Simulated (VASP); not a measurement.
Write the native input for VASP 6.6.1 that does the following.

* Task: single point
* Functional: r2SCAN
* Potentials or basis: VASP PAW PBE potentials, release 64 (Ta_pv, N)
* Cutoff: 660 eV
* k mesh: 9 × 9 × 9
* Occupations: fermi-dirac, width 0.02 eV
* Spin: no spin polarisation
* Dipole correction: no
* Further INCAR settings: ALGO = Normal; EDIFF = 1e-06; NBANDS = 15

Crystal: TaN.

```
Ta N
1.0
     0.00000    2.14955    2.14955
     2.14955    0.00000    2.14955
     2.14955    2.14955    0.00000
Ta N
1 1
Direct
  0.50000 0.50000 0.50000
  0.00000 0.00000 0.00000
```

This cell differs from its parent crystal: functional r2scan, volume scaled by 0.96.

These files were run (other wordings do the same):

POSCAR

```
TaN
1.0
    0.0000000000      2.1495504440      2.1495504440
    2.1495504440      0.0000000000      2.1495504440
    2.1495504440      2.1495504440      0.0000000000
Ta N
1 1
Direct
    0.5000000000      0.5000000000      0.5000000000
    0.0000000000      0.0000000000      0.0000000000
```

INCAR.step1

```
SYSTEM = TaN
PREC = Accurate
ENCUT = 660
ISMEAR = -1
SIGMA = 0.02
LREAL = .False.
LASPH = .True.
NELM = 120
NBANDS = 15
GGA = PE
ALGO = Normal
EDIFF = 1E-5
LWAVE = .True.
LCHARG = .False.
GGA_COMPAT = .False.
```

INCAR.step2

```
SYSTEM = TaN
PREC = Accurate
ENCUT = 660
EDIFF = 1E-6
ISMEAR = -1
SIGMA = 0.02
LREAL = .False.
LASPH = .True.
NELM = 120
ALGO = Normal
ISIF = 2
LWAVE = .False.
LCHARG = .False.
METAGGA = R2SCAN
LMIXTAU = .True.
NBANDS = 15
ISTART = 1
GGA_COMPAT = .False.
```

KPOINTS

```
regular mesh
0
Gamma
  9 9 9
  0 0 0
```

Potentials or basis: VASP PAW PBE potentials, release 64 (Ta_pv, N).

Run with:

```console
$ cat potpaw_PBE.64/Ta_pv/POTCAR potpaw_PBE.64/N/POTCAR > POTCAR
$ cp INCAR.step1 INCAR
$ mpirun -np 1 vasp_std > vasp.out
$ cp INCAR.step2 INCAR
$ mpirun -np 1 vasp_std > vasp.out
```

Results of the run:

| Quantity | Value |
| --- | --- |
| Pressure | 29.8 GPa |
| Band gap on the k mesh | zero (band 8 reaches 12.19 eV, above the bottom of band 9 at 8.04 eV) |

Caveat: the PAW data sets were made with another functional, which shifts forces and pressure a little; spin-orbit coupling is left out, which moves the levels of the heavy elements.

Run time: 2.1 min on 1 thread of Intel Xeon 8259CL, on a shared host, peak memory 0.18 GiB.
